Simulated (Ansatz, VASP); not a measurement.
## One calculation of La, two programs

```
La
1.0
     0.00000    3.32759    3.32759
     3.32759    0.00000    3.32759
     3.32759    3.32759    0.00000
La
2
Direct
  0.12500 0.12500 0.12500
  0.87500 0.87500 0.87500
```

Alike in both runs: functional r2SCAN; k mesh 8 × 8 × 8; occupations fermi-dirac, width 0.05 eV; collinear spin.

Ansatz relaxed the structure, and its values are those at the end. VASP's run is a single point on that final structure, the one shown.

```csv
,VASP,Ansatz
version,VASP 6.6.1,Ansatz 0.2.0
potentials or method,"VASP PAW PBE potentials, release 64 (La), cutoff 520 eV","plane waves (500 eV) with PAW, scalar-relativistic"
valence electrons in the cell,22,22
```

```csv
,VASP,Ansatz,Ansatz less VASP
pressure (GPa),-0.1,0.0,+0.09
net moment per atom (μB),0.00,0.00,0.000
```

VASP's potentials were made for PBE, not for r2SCAN. Ansatz's warnings: seeded moment not kept.

Spin-orbit coupling is off throughout.
